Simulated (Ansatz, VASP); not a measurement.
## One calculation of Cu, two programs

Contents of INCAR:

```
SYSTEM = Cu
ALGO = Fast ; EDIFF = 1E-6
ENCUT = 520 ; GGA = PS
ISIF = 2 ; ISMEAR = 0
LASPH = .True. ; LCHARG = .False.
LREAL = .False. ; LWAVE = .False.
NBANDS = 12 ; NELM = 80
PREC = Accurate ; SIGMA = 0.15
```

The input KPOINTS:

```
k-points
0
Gamma
  24 24 24
  0 0 0
```

POSCAR

```
Cu
1.0
   -0.5714741909      1.5715540250      1.5715540250
    1.5715540250     -0.5714741909      1.5715540250
    1.5715540250      1.5715540250     -0.5714741909
Cu
1
Direct
    0.0000000000      0.0000000000      0.0000000000
```

Input for Ansatz:

```yaml
crystal:
  lattice:
    - [-0.5714741909, 1.571554025, 1.571554025]
    - [1.571554025, -0.5714741909, 1.571554025]
    - [1.571554025, 1.571554025, -0.5714741909]
  atoms:
    - { symbol: Cu, position: [0.0, 0.0, 0.0] }
basis:
  ecutwfc: 420
kpoints:
  mp_grid: { grid: [24, 24, 24] }
hamiltonian:
  xc: pbesol
scf:
  occupations: { method: gaussian, width: 0.15 }
output:
  forces: true
  stress: true
  eigenvalues: true
```

Alike in both runs: task single point; functional PBEsol; k mesh 24 × 24 × 24; occupations gaussian, width 0.15 eV; no spin polarisation.

```csv
,VASP,Ansatz
version,VASP 6.6.1,Ansatz 0.2.0
potentials or method,"VASP PAW PBE potentials, release 64 (Cu), cutoff 520 eV","scalar-relativistic, plane waves, PAW"
valence electrons in the cell,11,19
```

|  | VASP | Ansatz | Ansatz less VASP |
| --- | --- | --- | --- |
| gap on the k mesh at the Fermi level (eV) | none | none | - |
| pressure (GPa) | 14.5 | 13.8 | -0.69 |
| traceless stress, the component that is largest in VASP (GPa) | 6.03 | 6.04 | +0.018 |

VASP's potentials were made for PBE, not for PBEsol. A gap of «none» marks a metal or a gap that the smearing closes. With one functional, cell and mesh, what is left measures potentials, basis and numerics. VASP's potentials hold 11 valence electrons a cell and Ansatz's 19, so a difference there can come from the potentials and not from the codes.
